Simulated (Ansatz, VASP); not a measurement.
## ScAl3N4: VASP beside Ansatz

```
CELL_PARAMETERS angstrom
6.47752 0.00000 0.00000
0.00000 5.61252 0.00000
0.00000 0.00000 5.06567
ATOMIC_POSITIONS crystal
Sc 0.00000 0.83684 0.99094
Sc 0.50000 0.16316 0.49094
Al 0.00000 0.17890 0.50494
Al 0.50000 0.82110 0.00494
Al 0.25028 0.33777 0.00449
Al 0.75028 0.66223 0.50449
Al 0.24972 0.66223 0.50449
Al 0.74972 0.33777 0.00449
N 0.00000 0.19569 0.88117
N 0.00000 0.84164 0.41878
N 0.23434 0.34407 0.38009
N 0.76566 0.34407 0.38009
N 0.50000 0.80431 0.38117
N 0.50000 0.15836 0.91878
N 0.73434 0.65593 0.88009
N 0.26566 0.65593 0.88009
```

Alike in both runs: functional PBE; k mesh 2 × 2 × 3; occupations gaussian, width 0.15 eV; no spin polarisation.

Ansatz relaxed the structure, and its values are those at the end. VASP's run is a single point on that final structure, the one shown.

|  | VASP | Ansatz |
| --- | --- | --- |
| version | VASP 6.6.1 | Ansatz 0.2.0 |
| potentials or method | VASP PAW PBE potentials, release 64 (Sc_sv, Al, N), cutoff 520 eV | scalar-relativistic, plane waves, PAW |
| valence electrons in the cell | 80 | 80 |

|  | VASP | Ansatz | Ansatz less VASP |
| --- | --- | --- | --- |
| gap on the k mesh at the Fermi level (eV) | 3.68 | 3.68 | -0.001 |
| least direct gap on the mesh (eV) | 3.68 | 3.68 | -0.001 |
| pressure (GPa) | 0.1 | 0.0 | -0.05 |
| rms of the force components (eV/Å) | 0.027 | 0.004 | -0.0223 |

With one functional, cell and mesh, what is left measures potentials, basis and numerics.

The k mesh is coarse, so the values compare programs but aren't converged.
